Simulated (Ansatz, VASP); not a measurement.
SrTe in VASP and in Ansatz

The input INCAR:

```
SYSTEM = SrTe
PREC = Accurate ; ENCUT = 500
EDIFF = 1E-6 ; ISMEAR = 0
SIGMA = 0.05 ; LREAL = .False.
LASPH = .True. ; NELM = 120
ALGO = Normal ; ISIF = 2
LWAVE = .False. ; LCHARG = .False.
GGA = PE ; IVDW = 12
NBANDS = 15 ; GGA_COMPAT = .False.
```

KPOINTS

```
regular mesh
0
Gamma
  6 6 6
  0 0 0
```

The input POSCAR:

```
SrTe
1.0
    0.0000000000      3.2550194317      3.2550194317
    3.2550194317      0.0000000000      3.2550194317
    3.2550194317      3.2550194317      0.0000000000
Sr Te
1 1
Direct
    0.5000000000      0.5000000000      0.5000000000
    0.0000000000      0.0000000000      0.0000000000
```

Input for Ansatz:

```yaml
crystal:
  lattice:
    - [0.0, 3.2550194317, 3.2550194317]
    - [3.2550194317, 0.0, 3.2550194317]
    - [3.2550194317, 3.2550194317, 0.0]
  atoms:
    - { symbol: Sr, position: [0.5, 0.5, 0.5] }
    - { symbol: Te, position: [0.0, 0.0, 0.0] }
basis:
  ecutwfc: 420
  ecutrho_ratio: 4
kpoints:
  mp_grid: { grid: [6, 6, 6] }
hamiltonian:
  xc: pbe
  dispersion: d3bj
scf:
  occupations: { method: gaussian, width: 0.05 }
output:
  forces: true
  stress: true
  eigenvalues: true
```

Alike in both runs: task single point; functional PBE; dispersion D3(BJ); k mesh 6 × 6 × 6; occupations gaussian, width 0.05 eV; no spin polarisation.

|  | VASP | Ansatz |
| --- | --- | --- |
| version | VASP 6.6.1 | Ansatz 0.2.0 |
| potentials or method | VASP PAW PBE potentials, release 64 (Sr_sv, Te), cutoff 500 eV | scalar-relativistic, plane waves, PAW |
| valence electrons in the cell | 16 | 26 |

|  | VASP | Ansatz | Ansatz less VASP |
| --- | --- | --- | --- |
| gap on the k mesh at the Fermi level (eV) | 1.50 | 1.53 | +0.029 |
| least direct gap on the mesh (eV) | 2.29 | 2.31 | +0.021 |
| pressure (GPa) | 2.1 | 2.0 | -0.12 |

VASP's potentials hold 16 valence electrons a cell and Ansatz's 26, so a difference there can come from the potentials and not from the codes.

Spin-orbit coupling is off throughout.
